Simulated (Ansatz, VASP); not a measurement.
# One calculation of MnO2, two programs

```
CELL_PARAMETERS angstrom
1.40913 0.81356 4.52198
-1.40913 0.81356 4.52198
0.00000 -1.62712 4.52198
ATOMIC_POSITIONS crystal
Mn 0.00000 0.00000 0.00000
O 0.73564 0.73564 0.73564
O 0.26436 0.26436 0.26436
```

Alike in both runs: task single point; functional LDA; k mesh 11 × 11 × 11; occupations fermi-dirac, width 0.05 eV; collinear spin.

```csv
,VASP,Ansatz
version,VASP 6.6.1,Ansatz 0.2.0
potentials or method,"VASP PAW LDA potentials, release 64 (Mn_pv, O)",Ansatz PAW
plane-wave cutoff (eV),520,420
valence electrons in the cell,25,27
```

Ansatz gave:

| Property | Result |
| --- | --- |
| gap on the k mesh at the Fermi level (eV) | 0.33 |
| least direct gap on the mesh (eV) | 0.37 |
| pressure (GPa) | -0.4 |
| traceless stress, the component that is largest in VASP (GPa) | 0.01 |
| rms of the force components (eV/Å) | 0.022 |
| net moment per atom (μB) | 1.00 |
| size of the moment on the site where the two differ most (μB) | 2.42 |

Estimate VASP's values.

gap on the k mesh at the Fermi level (eV): 0.19; least direct gap on the mesh (eV): 0.23; pressure (GPa): 0.8; traceless stress, the component that is largest in VASP (GPa): -0.43; rms of the force components (eV/Å): 0.074; net moment per atom (μB): 1.00; size of the moment on the site where the two differ most (μB): 2.75.

LDA's correlation is that of Perdew and Zunger in VASP and of Perdew and Wang (1992) in Ansatz. Site moments also hang on the region over which each program counts them. Atom by atom the forces differ by 0.052 eV/Å (rms over components). VASP's potentials hold 25 valence electrons a cell and Ansatz's 27, so a difference there can come from the potentials and not from the codes.

Noted on Ansatz's run: Pulay correction over one GPa; odd divisions of the mesh miss points on the zone boundary, where band edges often lie, so the gap on the mesh can be too wide.
